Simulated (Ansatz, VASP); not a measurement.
## Hg in VASP and in Ansatz

Contents of INCAR:

```
PREC = Accurate
ENCUT = 520
EDIFF = 1E-6
ISMEAR = 0
SIGMA = 0.15
LREAL = F
LASPH = T
NELM = 80
ALGO = Fast
ISIF = 2
LWAVE = F
LCHARG = F
GGA = PE
IVDW = 12
NBANDS = 19
```

The input KPOINTS:

```
Automatic mesh
0
Gamma
  18 18 10
```

Contents of POSCAR:

```
Hg
1.0
    3.5092375818      0.0000000000      0.0000000000
   -1.7546187909      3.0390888938      0.0000000000
    0.0000000000      0.0000000000      5.3402203359
Hg
2
Direct
    0.6666666667      0.3333333333      0.7500000000
    0.3333333333      0.6666666667      0.2500000000
```

Input for Ansatz:

```yaml
crystal:
  lattice:
    - [3.5092375818, 0.0, 0.0]
    - [-1.7546187909, 3.0390888938, 0.0]
    - [0.0, 0.0, 5.3402203359]
  atoms:
    - { symbol: Hg, position: [0.6666666667, 0.3333333333, 0.75] }
    - { symbol: Hg, position: [0.3333333333, 0.6666666667, 0.25] }
basis:
  ecutwfc: 420
kpoints:
  mp_grid: { grid: [18, 18, 10] }
hamiltonian:
  xc: pbe
  dispersion: d3bj
scf:
  occupations: { method: gaussian, width: 0.15 }
output:
  forces: true
  stress: true
  eigenvalues: true
```

Alike in both runs: task single point; functional PBE; dispersion D3(BJ); k mesh 18 × 18 × 10; occupations gaussian, width 0.15 eV; no spin polarisation.

|  | VASP | Ansatz |
| --- | --- | --- |
| version | VASP 6.6.1 | Ansatz 0.2.0 |
| potentials or method | VASP PAW PBE potentials, release 64 (Hg), cutoff 520 eV | scalar-relativistic, plane waves, PAW |
| valence electrons in the cell | 24 | 40 |

VASP gave:

```
gap on the k mesh at the Fermi level (eV)                     : none
pressure (GPa)                                                : -1.0
traceless stress, the component that is largest in VASP (GPa) : 0.24
```

Question: Estimate Ansatz's values.

Answer: gap on the k mesh at the Fermi level (eV): none; pressure (GPa): -1.1; traceless stress, the component that is largest in VASP (GPa): 0.22.

A gap of «none» marks a metal or a gap that the smearing closes. VASP's potentials hold 24 valence electrons a cell and Ansatz's 40, so a difference there can come from the potentials and not from the codes.

Spin-orbit coupling is off throughout.
